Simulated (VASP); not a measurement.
# Sb2Se (Fd-3m) in VASP: a series of runs

Sb2Se is run at these levels: PBE; tasks: single point, relaxation of cell and atoms.

All numbers are computed with VASP 6.6.1; they aren't measurements. Logs are shortened: lines on timing, memory, paths and dates and some standing lists are left out, and cuts for length are marked.

## (1) The cell of the first run

It takes space group Fd-3m (No. 227, cubic). The conventional cell has a = 8.669 Å, b = 8.669 Å, c = 8.669 Å, α = 90.00°, β = 90.00°, γ = 90.00°. Sb (site symmetry -3m) has 6 Sb at 3.07 Å and 6 Se at 3.59 Å within 4.0 Å. Within 4.7 Å of Se (site symmetry -43m) lie 12 Sb at 3.59 Å and 4 Se at 3.75 Å.

## (2) Single point, PBE

File INCAR:

```
SYSTEM = Sb2Se
PREC = Accurate
ENCUT = 520
EDIFF = 1E-6
ISMEAR = 0
SIGMA = 0.1
LREAL = .False.
LASPH = .True.
NELM = 60
ALGO = Normal
ISIF = 2
LWAVE = .False.
LCHARG = .False.
GGA = PE
NBANDS = 25
```

File KPOINTS:

```
regular mesh
0
Gamma
  4 4 4
  0 0 0
```

File POSCAR:

```
Sb2Se
1.0
    0.0000000000      4.3346296596      4.3346296596
    4.3346296596      0.0000000000      4.3346296596
    4.3346296596      4.3346296596      0.0000000000
Sb Se
4 2
Direct
    0.6250000000      0.6250000000      0.6250000000
    0.6250000000      0.6250000000      0.1250000000
    0.6250000000      0.1250000000      0.6250000000
    0.1250000000      0.6250000000      0.6250000000
    0.0000000000      0.0000000000      0.0000000000
    0.2500000000      0.2500000000      0.2500000000
```

Potentials or basis: VASP PAW PBE potentials, release 64 (Sb, Se).

Run with:

```bash
cat potpaw_PBE.64/Sb/POTCAR potpaw_PBE.64/Se/POTCAR > POTCAR
mpirun -np 1 vasp_std > vasp.out
```

OUTCAR:

```text
SYSTEM = Sb2Se
   PREC = Accurate
   ENCUT = 520
   EDIFF = 1E-6
   ISMEAR = 0
   LREAL = .False.
   LASPH = .True.
   NELM = 60
   ISIF = 2
   GGA = PE

 ion  position               nearest neighbor table
   1  0.625  0.625  0.625-   2 3.07   3 3.07   4 3.07   2 3.07   3 3.07   4 3.07
   2  0.625  0.625  0.125-   1 3.07   1 3.07   3 3.07   4 3.07   3 3.07   4 3.07
   3  0.625  0.125  0.625-   1 3.07   2 3.07   1 3.07   2 3.07   4 3.07   4 3.07
   4  0.125  0.625  0.625-   1 3.07   2 3.07   3 3.07   1 3.07   2 3.07   3 3.07
   5  0.000  0.000  0.000-
   6  0.250  0.250  0.250-

  LATTYP: Found a face centered cubic cell.
 ALAT       =     8.6692593192

  Lattice vectors:

 A1 = (   0.0000000000,   4.3346296596,   4.3346296596)
 A2 = (   4.3346296596,   0.0000000000,   4.3346296596)
 A3 = (   4.3346296596,   4.3346296596,   0.0000000000)

Analysis of symmetry for initial positions (statically):
=====================================================================
 Subroutine PRICEL returns:
 Original cell was already a primitive cell.

 Routine SETGRP: Setting up the symmetry group for a
 face centered cubic supercell.

 Subroutine GETGRP returns: Found 48 space group operations
 (whereof 24 operations were pure point group operations)
 out of a pool of 48 trial point group operations.

The static configuration has the point symmetry T_d .
 The point group associated with its full space group is O_h .

Analysis of symmetry for dynamics (positions and initial velocities):
=====================================================================
 Subroutine PRICEL returns:
 Original cell was already a primitive cell.

 Routine SETGRP: Setting up the symmetry group for a
 face centered cubic supercell.

 Subroutine GETGRP returns: Found 48 space group operations
 (whereof 24 operations were pure point group operations)
 out of a pool of 48 trial point group operations.

The dynamic configuration has the point symmetry T_d .
 The point group associated with its full space group is O_h .

 Subroutine INISYM returns: Found 48 space group operations
 (whereof 24 operations are pure point group operations),
 and found     1 'primitive' translations

----------------------------------------------------------------------------------------

                                     Primitive cell

  volume of cell :     162.8868

  direct lattice vectors                    reciprocal lattice vectors
     0.000000000  4.334629660  4.334629660    -0.115350108  0.115350108  0.115350108
     4.334629660  0.000000000  4.334629660     0.115350108 -0.115350108  0.115350108
     4.334629660  4.334629660  0.000000000     0.115350108  0.115350108 -0.115350108

  length of vectors
     6.130092052  6.130092052  6.130092052     0.199792248  0.199792248  0.199792248

  position of ions in fractional coordinates (direct lattice)
     0.625000000  0.625000000  0.625000000
     0.625000000  0.625000000  0.125000000
     0.625000000  0.125000000  0.625000000
     0.125000000  0.625000000  0.625000000
     0.000000000  0.000000000  0.000000000
     0.250000000  0.250000000  0.250000000

  ion indices of the primitive-cell ions
   primitive index   ion index
                 1           1
                 2           2
                 3           3
                 4           4
                 5           5
                 6           6

----------------------------------------------------------------------------------------

 KPOINTS: regular mesh

Automatic generation of k-mesh.
 Grid dimensions read from file:
 generate k-points for:    4    4    4

 Generating k-lattice:

  Cartesian coordinates                     Fractional coordinates (reciprocal lattice)
    -0.028837527  0.028837527  0.028837527     0.250000000  0.000000000  0.000000000
     0.028837527 -0.028837527  0.028837527     0.000000000  0.250000000  0.000000000
     0.028837527  0.028837527 -0.028837527     0.000000000  0.000000000  0.250000000

  Length of vectors
     0.049948062  0.049948062  0.049948062

  Shift w.r.t. Gamma in fractional coordinates (k-lattice)
     0.000000000  0.000000000  0.000000000

 Subroutine IBZKPT returns following result:
 ===========================================

 Found      8 irreducible k-points:

 Following reciprocal coordinates:
            Coordinates               Weight
  0.000000  0.000000  0.000000      1.000000
  0.250000  0.000000  0.000000      8.000000
  0.500000  0.000000  0.000000      4.000000
  0.250000  0.250000  0.000000      6.000000
  0.500000  0.250000  0.000000     24.000000
 -0.250000  0.250000  0.000000     12.000000
  0.500000  0.500000  0.000000      3.000000
 -0.250000  0.500000  0.250000      6.000000
   k-points           NKPTS =      8   k-points in BZ     NKDIM =      8   number of bands    NBANDS=     25
   number of dos      NEDOS =    301   number of ions     NIONS =      6
   total plane-waves  NPLWV = 110592
   dimension x,y,z NGX =    48 NGY =   48 NGZ =   48
   dimension x,y,z NGXF=    96 NGYF=   96 NGZF=   96
   ions per type =               4   2
   NGX,Y,Z   is equivalent  to a cutoff of  13.02, 13.02, 13.02 a.u.
   NGXF,Y,Z  is equivalent  to a cutoff of  26.03, 26.03, 26.03 a.u.
 SYSTEM =  Sb2Se
   PREC   = accura    normal or accurate (medium, high low for compatibility)
   ISTART =      0    job   : 0-new  1-cont  2-samecut
   ICHARG =      2    charge: 1-file 2-atom 10-const
   ISPIN  =      1    spin polarized calculation?
   LNONCOLLINEAR =      F non collinear calculations
   LSORBIT =      F    spin-orbit coupling
   LASPH  =      T    aspherical Exc in radial PAW
   ENCUT  =  520.0 eV  38.22 Ry    6.18 a.u.  11.40 11.40 11.40*2*pi/ulx,y,z
   NELM   =     60;   NELMIN=  2; NELMDL= -5     # of ELM steps
   EDIFF  = 0.1E-05   stopping-criterion for ELM
   LREAL  =      F    real-space projection
   EDIFFG = 0.1E-04   stopping-criterion for IOM
   NSW    =      0    number of steps for IOM
   IBRION =     -1    ionic relax: 0-MD 1-quasi-New 2-CG
   NFREE  =      0    steps in history (QN), initial steepest desc. (CG)
   ISIF   =      2    stress and relaxation
   ISYM   =      2    0-nonsym 1-usesym 2-fastsym
   POTIM  = 0.5000    time-step for ionic-motion
   TEBEG  =    0.0;   TEEND  =   0.0 temperature during run
   PSTRESS=    0.0 pullay stress
   NELECT =      32.0000    total number of electrons
   NUPDOWN=      -1.0000    fix difference up-down
   EMIN   =  10.00;   EMAX   =-10.00  energy-range for DOS
   EFERMI =   0.00;   METHOD = LEGACY
   ISMEAR =     0;   SIGMA  =   0.10  broadening in eV -4-tet -1-fermi 0-gaus
   EFERMI_NEDOS =   21; number of points for ismear=-14 and -15
   IALGO  =     38    algorithm
   IMIX   =      4    mixing-type and parameters
     AMIX     =   0.40;   BMIX     =  1.00
     AMIX_MAG =   1.60;   BMIX_MAG =  1.00
  volume/ion in A,a.u.               =      27.15       183.20
  Fermi-wavevector in a.u.,A,eV,Ry     =   0.951691  1.798436 12.323022  0.905717
  Thomas-Fermi vector in A             =   2.080185
   LORBIT       =      0    0 simple, 1 ext, 2 COOP (PROOUT), +10 PAW based schemes
   GGA     = PE    functional components
   LHFCALC =     F    Hartree Fock is set to
   AEXX    =    0.0000 exact exchange contribution
   IVDW    =     0    specifies the selected vdW correction
   LEPSILON=     F    determine dielectric tensor
   LRPA    =     F    only Hartree local field effects (RPA)
 non-spin polarized calculation
 Gauss-broadening in eV      SIGMA  =   0.10
  energy-cutoff  :      520.00
  volume of cell :      162.89
 maximum number of plane-waves:      4398
 NGX is ok and might be reduce to    48
   NGX = 23   NGY = 23   NGZ = 23

 number of electron      32.0000002 magnetization

 Free energy of the ion-electron system (eV)
  ---------------------------------------------------
  ext. energy  EPLUGINS =         0.00000000
  ---------------------------------------------------
  free energy    TOTEN  =       -20.54671238 eV

  energy without entropy =      -20.51926698  energy(sigma->0) =      -20.53298968

 E-fermi :   6.2436     XC(G=0):  -9.8360

 val. band max:        6.2332204983   @ k =   0.5000   0.0000   0.0000
 cond. band min:       6.3122743110   @ k =   0.5000   0.2500   0.0000
 fundamental gap:      0.0790538128
 Fermi energy:         6.2436265289

 k-point     1 :       0.0000    0.0000    0.0000
  band No.  band energies     occupation
      1      -7.0912      2.00000
      2      -5.3248      2.00000
      3      -4.8435      2.00000
      4      -1.5304      2.00000
      5      -1.5304      2.00000
      6      -1.5304      2.00000
[... 17 lines left out ...]
     24      12.1081      0.00000
     25      12.1081      0.00000

 k-point     2 :       0.2500    0.0000    0.0000
  band No.  band energies     occupation
      1      -6.7974      2.00000
      2      -5.4364      2.00000
      3      -4.9776      2.00000
      4      -2.8787      2.00000
      5      -1.6675      2.00000
      6      -1.6675      2.00000
[... 17 lines left out ...]
     24      11.6181      0.00000
     25      11.8835      0.00000

 k-point     3 :       0.5000    0.0000    0.0000
  band No.  band energies     occupation
      1      -6.1345      2.00000
      2      -5.9220      2.00000
      3      -5.1511      2.00000
      4      -3.5633      2.00000
      5      -1.7839      2.00000
      6      -1.7839      2.00000
[... 17 lines left out ...]
     24      11.2163      0.00000
     25      11.2163      0.00000

 k-point     4 :       0.2500    0.2500    0.0000
  band No.  band energies     occupation
      1      -6.7026      2.00000
      2      -5.4494      2.00000
      3      -4.9555      2.00000
      4      -3.1783      2.00000
      5      -1.8879      2.00000
      6      -1.8879      2.00000
[... 17 lines left out ...]
     24      11.3744      0.00000
     25      12.3488      0.00000

 k-point     5 :       0.5000    0.2500    0.0000
  band No.  band energies     occupation
      1      -6.1338      2.00000
      2      -5.6738      2.00000
      3      -5.1220      2.00000
      4      -4.1014      2.00000
      5      -1.9905      2.00000
      6      -1.8853      2.00000
[... 17 lines left out ...]
     24      11.0940      0.00000
     25      12.1508      0.00000

 k-point     6 :      -0.2500    0.2500    0.0000
  band No.  band energies     occupation
      1      -6.3553      2.00000
      2      -5.5670      2.00000
      3      -5.1438      2.00000
      4      -3.7877      2.00000
      5      -1.8405      2.00000
      6      -1.7953      2.00000
[... 17 lines left out ...]
     24      11.1391      0.00000
     25      11.9733      0.00000

 k-point     7 :       0.5000    0.5000    0.0000
  band No.  band energies     occupation
      1      -5.8448      2.00000
      2      -5.8448      2.00000
      3      -4.7209      2.00000
      4      -4.7209      2.00000
      5      -2.1615      2.00000
      6      -2.1615      2.00000
[... 17 lines left out ...]
     24      11.1318      0.00000
     25      13.3408      0.00000

 k-point     8 :      -0.2500    0.5000    0.2500
  band No.  band energies     occupation
      1      -5.7910      2.00000
      2      -5.7910      2.00000
      3      -4.8533      2.00000
      4      -4.8533      2.00000
      5      -1.9557      2.00000
      6      -1.9557      2.00000
[... 17 lines left out ...]
     24       9.2239      0.00000
     25      12.6791      0.00000

------------------------ aborting loop because EDIFF is reached ----------------------------------------

  FORCE on cell =-STRESS in cart. coord.  units (eV):
  Direction    XX          YY          ZZ          XY          YZ          ZX
  --------------------------------------------------------------------------------------
  -------------------------------------------------------------------------------------
  Total       -0.1048161     -0.1048161     -0.1048161      0.0000000     -0.0000000      0.0000000
  in kB       -1.0309853     -1.0309853     -1.0309853      0.0000000     -0.0000000      0.0000000
  external PRESSURE =      -1.0309853 kB  Pullay stress =       0.0000000 kB

 VOLUME and BASIS-vectors are now :
 -----------------------------------------------------------------------------
  energy-cutoff  :      520.00
  volume of cell :      162.89
      direct lattice vectors                 reciprocal lattice vectors
     0.000000000  4.334629660  4.334629660    -0.115350108  0.115350108  0.115350108
     4.334629660  0.000000000  4.334629660     0.115350108 -0.115350108  0.115350108
     4.334629660  4.334629660  0.000000000     0.115350108  0.115350108 -0.115350108

 POSITION                                       TOTAL-FORCE (eV/Angst)
 -----------------------------------------------------------------------------------
      5.41829      5.41829      5.41829         0.000000      0.000000      0.000000
      3.25097      3.25097      5.41829         0.000000      0.000000      0.000000
      3.25097      5.41829      3.25097         0.000000      0.000000      0.000000
      5.41829      3.25097      3.25097         0.000000      0.000000      0.000000
      0.00000      0.00000      0.00000        -0.000000     -0.000000     -0.000000
      2.16731      2.16731      2.16731         0.000000     -0.000000      0.000000
 -----------------------------------------------------------------------------------
    total drift:                               -0.000000     -0.000000     -0.000000

  FREE ENERGIE OF THE ION-ELECTRON SYSTEM (eV)
  ---------------------------------------------------
  free  energy   TOTEN  =       -20.5467123775 eV

  energy  without entropy=      -20.5192669845  energy(sigma->0) =      -20.53298968
```

It took 30 s on 1 thread of Intel Xeon 6975P-C, shared host; peak memory 0.32 GiB.

What came out:

| Property | Result |
| --- | --- |
| Free energy | -20.5467 eV |
| Pressure | -0.1 GPa |
| Band gap on the k mesh | zero (band 16 reaches 6.70 eV, above the bottom of band 17 at 6.10 eV) |

Caveat: spin-orbit coupling is left out, which moves the levels of the heavy elements.

## (3) Relaxation of cell and atoms, PBE

This run uses another cell than the first one, of 35.35 Å³/atom, 1.302 times its volume.

File INCAR:

```
SYSTEM = Sb2Se
ALGO = Normal ; EDIFF = 1E-6
EDIFFG = -0.04 ; ENCUT = 600
GGA = PE ; IBRION = 2
ISIF = 3 ; ISMEAR = 0
LASPH = .True. ; LCHARG = .False.
LREAL = .False. ; LWAVE = .False.
NELM = 60 ; NSW = 90
PREC = Accurate ; SIGMA = 0.1
```

File KPOINTS:

```
k-points
0
Gamma
  4 4 4
  0 0 0
```

POSCAR, as its differences from that of step 2:

```diff
@@ -2,5 +2,5 @@
 1.0
-    0.0000000000      4.3346296596      4.3346296596
-    4.3346296596      0.0000000000      4.3346296596
-    4.3346296596      4.3346296596      0.0000000000
+    0.0000000000      4.7332770400      4.7332770400
+    4.7332770400      0.0000000000      4.7332770400
+    4.7332770400      4.7332770400      0.0000000000
 Sb Se
```

Potentials or basis: VASP PAW PBE potentials, release 64 (Sb, Se).

Run with:

```bash
cat potpaw_PBE.64/Sb/POTCAR potpaw_PBE.64/Se/POTCAR > POTCAR
mpirun -np 1 vasp_std > vasp.out
```

Run time: 2.6 min. Hardware: 1 thread of Intel Xeon 6975P-C, shared host; peak memory 0.44 GiB.

The run converged. Its results:

```yaml
Free_energy: -20.5477 eV
Relaxed_volume: 27.11 Å³/atom
Relaxed_cell: a = 6.127 Å, b = 6.127 Å, c = 6.127 Å, α = 60.00°, β = 60.00°, γ = 60.00°
Space_group_after_relaxing_to_0.05_Å: Fd-3m (No. 227)
Energy_gained_by_relaxing: 253.2 meV/atom
Ionic_steps: 3
Pressure_after_relaxing: 0.0 GPa
Band_gap_on_the_k_mesh: zero (band 16 reaches 6.72 eV, above the bottom of band 17 at 6.12 eV)
```

The path:
```csv
step,energy change (eV),largest force (eV/Å),pressure (GPa),volume (Å³)
1,0.0000,0.0000,-7.58,212.09
2,-1.5143,0.0000,-0.70,164.77
3,-1.5192,0.0000,-0.03,162.66
```

Final structure:
```
Sb Se
1.0
     0.00000    4.33260    4.33260
     4.33260    0.00000    4.33260
     4.33260    4.33260    0.00000
Sb Se
4 2
Direct
  0.62500 0.62500 0.62500
  0.62500 0.62500 0.12500
  0.62500 0.12500 0.62500
  0.12500 0.62500 0.62500
  0.00000 0.00000 0.00000
  0.25000 0.25000 0.25000
```

Levels at points of the mesh, in eV from the Fermi level:
```csv
k point,band 13,band 14,band 15,band 16,band 17,band 18,band 19,band 20
"(0.00, 0.00, 0.00)",-2.36,-2.28,-2.28,0.46,0.46,0.46,4.02,4.02
"(0.50, 0.00, 0.00)",-1.16,-1.16,-0.69,-0.01,0.30,0.76,0.76,1.43
"(0.50, 0.50, 0.00)",-1.14,-1.14,-0.22,-0.22,-0.14,-0.14,0.12,0.12
```

Caveat: the volume moved by over 15 % at a fixed basis, so the end points are rough; spin-orbit coupling is left out, which moves the levels of the heavy elements.
